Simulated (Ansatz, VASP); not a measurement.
## Two plane-wave programs on CoSi2

```
Co Si
1.0
     0.00000   -2.65625   -2.65625
     0.00000    2.65625   -2.65625
     5.31251    0.00000    0.00000
Co Si
2 4
Direct
  0.50000 0.50000 0.50000
  0.00000 0.00000 0.00000
  0.00000 0.50000 0.75000
  0.50000 0.00000 0.25000
  0.00000 0.50000 0.25000
  0.50000 0.00000 0.75000
```

Alike in both runs: task single point; functional PBEsol; k mesh 10 × 10 × 6; occupations gaussian, width 0.15 eV; no spin polarisation.

```csv
,VASP,Ansatz
version,VASP 6.6.1,Ansatz 0.2.0
potentials or method,"VASP PAW PBE potentials, release 64 (Co, Si), cutoff 520 eV","scalar-relativistic, plane waves, PAW"
valence electrons in the cell,34,50
```

|  | VASP | Ansatz | Ansatz less VASP |
| --- | --- | --- | --- |
| gap on the k mesh at the Fermi level (eV) | none | none | - |
| pressure (GPa) | 0.1 | 0.0 | -0.15 |

VASP's potentials were made for PBE, not for PBEsol. A gap of «none» marks a metal or a gap that the smearing closes. VASP's potentials hold 34 valence electrons a cell and Ansatz's 50, so a difference there can come from the potentials and not from the codes.
